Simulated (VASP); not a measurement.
# Ti (Im-3m) in VASP: settings compared

The runs below take Ti through single point, relaxation of cell and atoms, with PBEsol, PBEsol+D3(BJ), LDA.

Everything below comes from runs of VASP 6.6.1. Logs are shortened: lines on timing, memory, paths and dates and some standing lists are left out, and cuts for length are marked.

### Step 1. The cell of the first run

The structure is cubic, space group Im-3m (No. 229). Conventional cell: a = 3.219 Å, b = 3.219 Å, c = 3.219 Å, α = 90.00°, β = 90.00°, γ = 90.00°. Within 3.7 Å of Ti (site symmetry m-3m) lie 14 Ti at 2.79 to 3.22 Å.

### Step 2. Single point, PBEsol

Input file INCAR:

```
SYSTEM = Ti
  PREC = Accurate
  ENCUT = 520
  EDIFF = 1E-7
  ISMEAR = -1
  SIGMA = 0.15
  LREAL = .FALSE.
  LASPH = .TRUE.
  NELM = 80
  ALGO = Normal
  ISIF = 2
  LWAVE = .FALSE.
  LCHARG = .TRUE.
  GGA = PS
  LELF = .TRUE.
  LVHAR = .TRUE.
  NBANDS = 12
```

Input file KPOINTS:

```
Automatic mesh
0
G
  12 12 12
  0 0 0
```

Input file POSCAR:

```
Ti
1.0
   -1.6094171483      1.6094171483      1.6094171483
    1.6094171483     -1.6094171483      1.6094171483
    1.6094171483      1.6094171483     -1.6094171483
Ti
1
Direct
    0.0000000000      0.0000000000      0.0000000000
```

Potentials or basis: VASP PAW PBE potentials, release 64 (Ti_sv).

Command:

```
$ cat potpaw_PBE.64/Ti_sv/POTCAR > POTCAR
$ mpirun -np 1 vasp_std > vasp.out
```

OUTCAR:

```text
SYSTEM = Ti
   PREC = Accurate
   ENCUT = 520
   EDIFF = 1E-7
   ISMEAR = -1
   LREAL = .FALSE.
   LASPH = .TRUE.
   NELM = 80
   ISIF = 2
   GGA = PS

 ion  position               nearest neighbor table
   1  0.000  0.000  0.000-

  LATTYP: Found a body centered cubic cell.
 ALAT       =     3.2188342966

  Lattice vectors:

 A1 = (  -1.6094171483,   1.6094171483,   1.6094171483)
 A2 = (   1.6094171483,  -1.6094171483,   1.6094171483)
 A3 = (   1.6094171483,   1.6094171483,  -1.6094171483)

Analysis of symmetry for initial positions (statically):
=====================================================================
 Subroutine PRICEL returns:
 Original cell was already a primitive cell.

 Routine SETGRP: Setting up the symmetry group for a
 body centered cubic supercell.

 Subroutine GETGRP returns: Found 48 space group operations
 (whereof 48 operations were pure point group operations)
 out of a pool of 48 trial point group operations.

The static configuration has the point symmetry O_h .

Analysis of symmetry for dynamics (positions and initial velocities):
=====================================================================
 Subroutine PRICEL returns:
 Original cell was already a primitive cell.

 Routine SETGRP: Setting up the symmetry group for a
 body centered cubic supercell.

 Subroutine GETGRP returns: Found 48 space group operations
 (whereof 48 operations were pure point group operations)
 out of a pool of 48 trial point group operations.

The dynamic configuration has the point symmetry O_h .

 Subroutine INISYM returns: Found 48 space group operations
 (whereof 48 operations are pure point group operations),
 and found     1 'primitive' translations

----------------------------------------------------------------------------------------

                                     Primitive cell

  volume of cell :      16.6750

  direct lattice vectors                    reciprocal lattice vectors
    -1.609417148  1.609417148  1.609417148     0.000000000  0.310671475  0.310671475
     1.609417148 -1.609417148  1.609417148     0.310671475  0.000000000  0.310671475
     1.609417148  1.609417148 -1.609417148     0.310671475  0.310671475  0.000000000

  length of vectors
     2.787592271  2.787592271  2.787592271     0.439355814  0.439355814  0.439355814

[... 76 lines left out ...]
   ENCUT  =  520.0 eV  38.22 Ry    6.18 a.u.   5.18  5.18  5.18*2*pi/ulx,y,z
   NELM   =     80;   NELMIN=  2; NELMDL= -5     # of ELM steps
   EDIFF  = 0.1E-06   stopping-criterion for ELM
   LREAL  =      F    real-space projection
   EDIFFG = 0.1E-05   stopping-criterion for IOM
   NSW    =      0    number of steps for IOM
   IBRION =     -1    ionic relax: 0-MD 1-quasi-New 2-CG
   NFREE  =      0    steps in history (QN), initial steepest desc. (CG)
   ISIF   =      2    stress and relaxation
   ISYM   =      2    0-nonsym 1-usesym 2-fastsym
   POTIM  = 0.5000    time-step for ionic-motion
   TEBEG  =    0.0;   TEEND  =   0.0 temperature during run
   PSTRESS=    0.0 pullay stress
   NELECT =      12.0000    total number of electrons
   NUPDOWN=      -1.0000    fix difference up-down
   EMIN   =  10.00;   EMAX   =-10.00  energy-range for DOS
   EFERMI =   0.00;   METHOD = LEGACY
   ISMEAR =    -1;   SIGMA  =   0.15  broadening in eV -4-tet -1-fermi 0-gaus
   EFERMI_NEDOS =   21; number of points for ismear=-14 and -15
   IALGO  =     38    algorithm
   IMIX   =      4    mixing-type and parameters
     AMIX     =   0.40;   BMIX     =  1.00
     AMIX_MAG =   1.60;   BMIX_MAG =  1.00
  volume/ion in A,a.u.               =      16.68       112.53
  Fermi-wavevector in a.u.,A,eV,Ry     =   1.467056  2.772333 29.283175  2.152253
  Thomas-Fermi vector in A             =   2.582719
   LORBIT       =      0    0 simple, 1 ext, 2 COOP (PROOUT), +10 PAW based schemes
   GGA     = PS    functional components
   LHFCALC =     F    Hartree Fock is set to
   AEXX    =    0.0000 exact exchange contribution
   IVDW    =     0    specifies the selected vdW correction
   LEPSILON=     F    determine dielectric tensor
   LRPA    =     F    only Hartree local field effects (RPA)
 non-spin polarized calculation
  energy-cutoff  :      520.00
  volume of cell :       16.68
 maximum number of plane-waves:       468
 NGX is ok and might be reduce to    24
   NGX = 11   NGY = 11   NGZ = 11

 number of electron      11.9999999 magnetization

 Free energy of the ion-electron system (eV)
  ---------------------------------------------------
  ext. energy  EPLUGINS =         0.00000000
  ---------------------------------------------------
  free energy    TOTEN  =        -8.31630392 eV

  energy without entropy =       -8.15688434  energy(sigma->0) =       -8.23659413

 E-fermi :   8.3882     XC(G=0): -11.8271

 val. band max:        8.3549531729   @ k =   0.2500   0.2500   0.0000
 cond. band min:       8.3923261465   @ k =  -0.2500   0.2500   0.2500
 fundamental gap:      0.0373729736
 Fermi energy:         8.3881766684

 k-point     1 :       0.0000    0.0000    0.0000
  band No.  band energies     occupation
      1     -47.8257      2.00000
      2     -23.7252      2.00000
      3     -23.7252      2.00000
      4     -23.7252      2.00000
      5       2.3457      2.00000
      6       9.4089      0.00222
      7       9.4089      0.00222
      8       9.4089      0.00222
      9      11.2731      0.00000
     10      11.2731      0.00000
     11      26.0949      0.00000
     12      26.0949      0.00000
[... 331 lines left out ...]
 k-point    24 :       0.4167    0.0833    0.0833
  band No.  band energies     occupation
      1     -47.6644      2.00000
      2     -24.4503      2.00000
      3     -24.0041      2.00000
      4     -23.7812      2.00000
      5       6.2428      2.00000
      6       7.8331      1.95178
      7       9.0924      0.01812
      8      11.3671      0.00000
      9      11.6541      0.00000
     10      13.8316      0.00000
     11      17.5209      0.00000
     12      21.5366      0.00000

 [... further k-points ...]
[... 5 lines left out ...]
  --------------------------------------------------------------------------------------
  -------------------------------------------------------------------------------------
  Total       -0.0264715     -0.0264715     -0.0264715      0.0000000      0.0000000     -0.0000000
  in kB       -2.5434467     -2.5434467     -2.5434467      0.0000000      0.0000000     -0.0000000
  external PRESSURE =      -2.5434467 kB  Pullay stress =       0.0000000 kB

 VOLUME and BASIS-vectors are now :
 -----------------------------------------------------------------------------
  energy-cutoff  :      520.00
  volume of cell :       16.68
      direct lattice vectors                 reciprocal lattice vectors
    -1.609417148  1.609417148  1.609417148     0.000000000  0.310671475  0.310671475
     1.609417148 -1.609417148  1.609417148     0.310671475  0.000000000  0.310671475
     1.609417148  1.609417148 -1.609417148     0.310671475  0.310671475  0.000000000

 POSITION                                       TOTAL-FORCE (eV/Angst)
 -----------------------------------------------------------------------------------
      0.00000      0.00000      0.00000         0.000000      0.000000      0.000000
 -----------------------------------------------------------------------------------
    total drift:                               -0.000000      0.000000      0.000000

  FREE ENERGIE OF THE ION-ELECTRON SYSTEM (eV)
  ---------------------------------------------------
  free  energy   TOTEN  =        -8.3163039161 eV

  energy  without entropy=       -8.1568843405  energy(sigma->0) =       -8.23659413
```

It took 20 s on 1 thread of Intel Xeon 8259CL, shared host; peak memory 0.14 GiB.

Results:

```
Free energy            : -8.3163 eV
Pressure               : -0.3 GPa
Band gap on the k mesh : zero (band 6 reaches 9.41 eV, above the bottom of band 7 at 7.76 eV)
```

Levels at points of the mesh, in eV from the Fermi level:
```csv
k point,band 4,band 5,band 6,band 7,band 8,band 9
"(0.00, 0.00, 0.00)",-32.11,-6.04,1.02,1.02,1.02,2.88
"(0.50, 0.00, 0.00)",-32.12,-2.56,-0.45,1.28,2.88,3.25
"(0.50, 0.50, 0.50)",-32.64,-2.24,-2.24,4.14,4.14,4.14
```

Caveat: the PAW data sets were made with another functional, which shifts forces and pressure a little.

### Step 3. Relaxation of cell and atoms, PBEsol+D3(BJ)

This run uses another cell than the first one, of 17.68 Å³/atom, 1.060 times its volume.

Input file INCAR:

```
ALGO = Normal ; EDIFF = 1E-7
EDIFFG = -0.01 ; ENCUT = 600
GGA = PS ; IBRION = 2
ISIF = 3 ; ISMEAR = -1
IVDW = 12 ; LASPH = True
LCHARG = False ; LREAL = False
LWAVE = False ; NELM = 100
NSW = 100 ; PREC = Accurate
SIGMA = 0.15
```

Input file KPOINTS:

```
k-points
0
Gamma
  12 12 12
```

Input file POSCAR:

```
Ti
1.0
   -1.6410000000      1.6410000000      1.6410000000
    1.6410000000     -1.6410000000      1.6410000000
    1.6410000000      1.6410000000     -1.6410000000
Ti
1
Direct
    0.0000000000      0.0000000000      0.0000000000
```

Potentials or basis: VASP PAW PBE potentials, release 64 (Ti_sv).

Command:

```
$ cat potpaw_PBE.64/Ti_sv/POTCAR > POTCAR
$ mpirun -np 1 vasp_std > vasp.out
```

Run time: 46 s. Hardware: 1 thread of Intel Xeon 8259CL, shared host; peak memory 0.17 GiB.

The run converged. Its results:

```
Free energy                            : -8.9619 eV
Relaxed volume                         : 15.72 Å³/atom
Relaxed cell                           : a = 2.733 Å, b = 2.733 Å, c = 2.733 Å, α = 109.47°, β = 109.47°, γ = 109.47°
Space group after relaxing (to 0.05 Å) : Im-3m (No. 229)
Energy gained by relaxing              : 76.0 meV/atom
Ionic steps                            : 3
Pressure after relaxing                : 0.0 GPa
Band gap on the k mesh                 : zero (band 6 reaches 10.10 eV, above the bottom of band 7 at 8.39 eV)
Dispersion energy per atom             : -0.664 eV
```

The path:
```tsv
step	energy change (eV)	largest force (eV/Å)	pressure (GPa)	volume (Å³)
1	0.0000	0.0000	-11.41	17.68
2	-0.0465	0.0000	9.29	14.65
3	-0.0760	0.0000	-0.05	15.72
```

Final structure:
```
Ti
1.0
    -1.57814    1.57814    1.57814
     1.57814   -1.57814    1.57814
     1.57814    1.57814   -1.57814
Ti
1
Direct
  0.00000 0.00000 0.00000
```

Levels at points of the mesh, in eV from the Fermi level:
| k point | band 3 | band 4 | band 5 | band 6 | band 7 | band 8 | band 9 | band 10 |
| --- | --- | --- | --- | --- | --- | --- | --- | --- |
| (0.00, 0.00, 0.00) | -31.92 | -31.92 | -6.15 | 1.07 | 1.07 | 1.07 | 3.08 | 3.08 |
| (0.50, 0.00, 0.00) | -32.20 | -31.92 | -2.71 | -0.51 | 1.50 | 3.08 | 3.48 | 4.86 |
| (0.50, 0.50, 0.50) | -32.55 | -32.55 | -2.46 | -2.46 | 4.45 | 4.45 | 4.45 | 9.21 |

Caveat: the PAW data sets were made with another functional, which shifts forces and pressure a little; the volume moved by -11 % from the deposited cell, more than functionals usually miss; pairwise dispersion overbinds metals, which lowers pressure and volume.

### Step 4. Relaxation of cell and atoms, PBEsol

This run uses another cell than the first one, of 17.68 Å³/atom, 1.060 times its volume.

Input file INCAR:

```
ALGO = Normal ; EDIFF = 1E-6
EDIFFG = -0.01 ; ENCUT = 600
GGA = PS ; IBRION = 2
ISIF = 3 ; ISMEAR = -1
LASPH = T ; LCHARG = F
LREAL = F ; LWAVE = F
NELM = 60 ; NSW = 100
PREC = Accurate ; SIGMA = 0.15
```

KPOINTS is that of step 3.

POSCAR is that of step 3.

Potentials or basis: VASP PAW PBE potentials, release 64 (Ti_sv).

Command:

```
$ cat potpaw_PBE.64/Ti_sv/POTCAR > POTCAR
$ mpirun -np 1 vasp_std > vasp.out
```

OUTCAR:

```text
EDIFF = 1E-6
   EDIFFG = -0.01
   ENCUT = 600
   GGA = PS
   IBRION = 2
   ISIF = 3
   ISMEAR = -1
   LASPH = T
   LREAL = F
   NELM = 60
   NSW = 100
   PREC = Accurate

 ion  position               nearest neighbor table
   1  0.000  0.000  0.000-

  LATTYP: Found a body centered cubic cell.
 ALAT       =     3.2820000000

  Lattice vectors:

 A1 = (  -1.6410000000,   1.6410000000,   1.6410000000)
 A2 = (   1.6410000000,  -1.6410000000,   1.6410000000)
 A3 = (   1.6410000000,   1.6410000000,  -1.6410000000)

Analysis of symmetry for initial positions (statically):
=====================================================================
 Subroutine PRICEL returns:
 Original cell was already a primitive cell.

 Routine SETGRP: Setting up the symmetry group for a
 body centered cubic supercell.

 Subroutine GETGRP returns: Found 48 space group operations
 (whereof 48 operations were pure point group operations)
 out of a pool of 48 trial point group operations.

The static configuration has the point symmetry O_h .

Analysis of symmetry for dynamics (positions and initial velocities):
=====================================================================
 Subroutine PRICEL returns:
 Original cell was already a primitive cell.

 Routine SETGRP: Setting up the symmetry group for a
 body centered cubic supercell.

 Subroutine GETGRP returns: Found 48 space group operations
 (whereof 48 operations were pure point group operations)
 out of a pool of 48 trial point group operations.

The dynamic configuration has the point symmetry O_h .

 Subroutine INISYM returns: Found 48 space group operations
 (whereof 48 operations are pure point group operations),
 and found     1 'primitive' translations

----------------------------------------------------------------------------------------

[... 119 lines left out ...]
   LEPSILON=     F    determine dielectric tensor
   LRPA    =     F    only Hartree local field effects (RPA)
 conjugate gradient relaxation of ions
 non-spin polarized calculation
  energy-cutoff  :      600.00
  volume of cell :       17.68
 maximum number of plane-waves:       606
   NGX = 11   NGY = 11   NGZ = 11

--------------------------------------- Ionic step        1  -------------------------------------------

 number of electron      12.0000001 magnetization

 Free energy of the ion-electron system (eV)
  ---------------------------------------------------
  ext. energy  EPLUGINS =         0.00000000
  ---------------------------------------------------
  free energy    TOTEN  =        -8.29634625 eV

  energy without entropy =       -8.12521053  energy(sigma->0) =       -8.21077839

------------------------ aborting loop because EDIFF is reached ----------------------------------------

  FORCE on cell =-STRESS in cart. coord.  units (eV):
  Direction    XX          YY          ZZ          XY          YZ          ZX
  --------------------------------------------------------------------------------------
  -------------------------------------------------------------------------------------
  Total       -0.6537830     -0.6537830     -0.6537830      0.0000000     -0.0000000      0.0000000
  in kB      -59.2595653    -59.2595653    -59.2595653      0.0000000     -0.0000000      0.0000000
  external PRESSURE =     -59.2595653 kB  Pullay stress =       0.0000000 kB
[... 57 lines left out ...]
--------------------------------------- Ionic step        3  -------------------------------------------

 number of electron      11.9999999 magnetization

 Free energy of the ion-electron system (eV)
  ---------------------------------------------------
  ext. energy  EPLUGINS =         0.00000000
  ---------------------------------------------------
  free energy    TOTEN  =        -8.31670945 eV

  energy without entropy =       -8.15781716  energy(sigma->0) =       -8.23726331

 E-fermi :   8.4154     XC(G=0): -11.8393

 val. band max:        8.3827464872   @ k =   0.2500   0.2500   0.0000
 cond. band min:       8.4168843453   @ k =  -0.2500   0.2500   0.2500
 fundamental gap:      0.0341378580
 Fermi energy:         8.4154392912

 k-point     1 :       0.0000    0.0000    0.0000
  band No.  band energies     occupation
      1     -47.7934      2.00000
      2     -23.6899      2.00000
      3     -23.6899      2.00000
      4     -23.6899      2.00000
      5       2.3686      2.00000
      6       9.4383      0.00218
      7       9.4383      0.00218
      8       9.4383      0.00218
      9      11.3084      0.00000
     10      11.3084      0.00000
[... 287 lines left out ...]
 k-point    24 :       0.4167    0.0833    0.0833
  band No.  band energies     occupation
      1     -47.6305      2.00000
      2     -24.4209      2.00000
      3     -23.9710      2.00000
      4     -23.7464      2.00000
      5       6.2651      2.00000
      6       7.8575      1.95267
      7       9.1260      0.01737
      8      11.4034      0.00000
      9      11.6913      0.00000
     10      13.8761      0.00000

 [... further k-points ...]
[... 5 lines left out ...]
  --------------------------------------------------------------------------------------
  -------------------------------------------------------------------------------------
  Total        0.0038481      0.0038481      0.0038481     -0.0000000      0.0000000     -0.0000000
  in kB        0.3706876      0.3706876      0.3706876     -0.0000000      0.0000000     -0.0000000
  external PRESSURE =       0.3706876 kB  Pullay stress =       0.0000000 kB
[... 16 lines left out ...]
  FREE ENERGIE OF THE ION-ELECTRON SYSTEM (eV)
  ---------------------------------------------------
  free  energy   TOTEN  =        -8.3167094505 eV

  energy  without entropy=       -8.1578171627  energy(sigma->0) =       -8.23726331

 reached required accuracy - stopping structural energy minimisation
```

CONTCAR:

```text
Ti
   1.00000000000000
    -1.6080349067725328    1.6080349067725328    1.6080349067725328
     1.6080349067725328   -1.6080349067725328    1.6080349067725328
     1.6080349067725328    1.6080349067725328   -1.6080349067725328
  Ti
     1
Direct
     0.0000000000000000    0.0000000000000000    0.0000000000000000

  0.00000000E+00  0.00000000E+00  0.00000000E+00
```

Wall time 41 s (1 thread of Intel Xeon 8259CL, shared host); peak memory 0.15 GiB.

What came out:

* Free energy: -8.3167 eV
* Relaxed volume: 16.63 Å³/atom
* Relaxed cell: a = 2.785 Å, b = 2.785 Å, c = 2.785 Å, α = 109.47°, β = 109.47°, γ = 109.47°
* Space group after relaxing (to 0.05 Å): Im-3m (No. 229)
* Energy gained by relaxing: 20.4 meV/atom
* Ionic steps: 3
* Pressure after relaxing: 0.0 GPa
* Band gap on the k mesh: zero (band 6 reaches 9.44 eV, above the bottom of band 7 at 7.79 eV)

The path:
```tsv
step	energy change (eV)	largest force (eV/Å)	pressure (GPa)	volume (Å³)
1	0.0000	0.0000	-5.93	17.68
2	-0.0132	0.0000	4.07	16.06
3	-0.0204	0.0000	0.04	16.63
```

Final structure:
```xyz
1
Lattice="-1.6080 1.6080 1.6080 1.6080 -1.6080 1.6080 1.6080 1.6080 -1.6080" Properties=species:S:1:pos:R:3 pbc="T T T"
Ti    0.0000    0.0000    0.0000
```

Levels at points of the mesh, in eV from the Fermi level:
```tsv
k point	band 4	band 5	band 6	band 7	band 8	band 9
(0.00, 0.00, 0.00)	-32.11	-6.05	1.02	1.02	1.02	2.89
(0.50, 0.00, 0.00)	-32.11	-2.57	-0.45	1.29	2.89	3.26
(0.50, 0.50, 0.50)	-32.64	-2.25	-2.25	4.16	4.16	4.16
```

Caveat: the PAW data sets were made with another functional, which shifts forces and pressure a little.

(Part 1 of 2 ends here.)
